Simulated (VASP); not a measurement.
Runs of VASP 6.6.1 on AlN. The structure is that of space group P3m1 (No. 156), or close to it. The cells are those of the table. 

```csv
cell,gap on the mesh (eV),pressure (GPa),largest force (eV/Å)
"a = 3.130, b = 3.130, c = 16.036 Å, angles 90.0, 90.0, 60.0°, 8 atoms",none,-1.0,2.16
"a = 3.130, b = 3.130, c = 14.536 Å, angles 90.0, 90.0, 60.0°, 8 atoms",none,-1.1,2.12
"a = 3.130, b = 3.130, c = 11.536 Å, angles 90.0, 90.0, 60.0°, 8 atoms",none,-3.4,(c)
"a = 3.130, b = 3.130, c = 10.786 Å, angles 90.0, 90.0, 60.0°, 8 atoms",(b),-4.6,(a)
"a = 3.130, b = 3.130, c = 11.036 Å, angles 90.0, 90.0, 60.0°, 8 atoms",0.97,-4.4,2.00
"a = 3.130, b = 3.130, c = 13.036 Å, angles 90.0, 90.0, 60.0°, 8 atoms",none,-1.4,2.11
"a = 3.130, b = 3.130, c = 9.736 Å, angles 90.0, 90.0, 60.0°, 8 atoms",4.24,9.6,7.86
"a = 3.130, b = 3.130, c = 10.536 Å, angles 90.0, 90.0, 60.0°, 8 atoms",2.68,-4.4,1.85
```

Alike in all rows: task single point; level PBE; potentials or basis VASP PAW PBE potentials, release 64 (Al, N); no spin polarisation; k mesh 8 × 8 × 3; cutoff (eV) 520; smearing gaussian 0.05 eV.

**Question.** Estimate the missing entries.

**Answer.** (a) 1.65; (b) 1.77; (c) 2.46.

Caveats: forces of over 1 eV/Å act on the atoms, so gaps and moduli don't describe the material at rest.

A k mesh can miss the band edges.

A gap of «none» marks levels without a gap at the run's occupations.
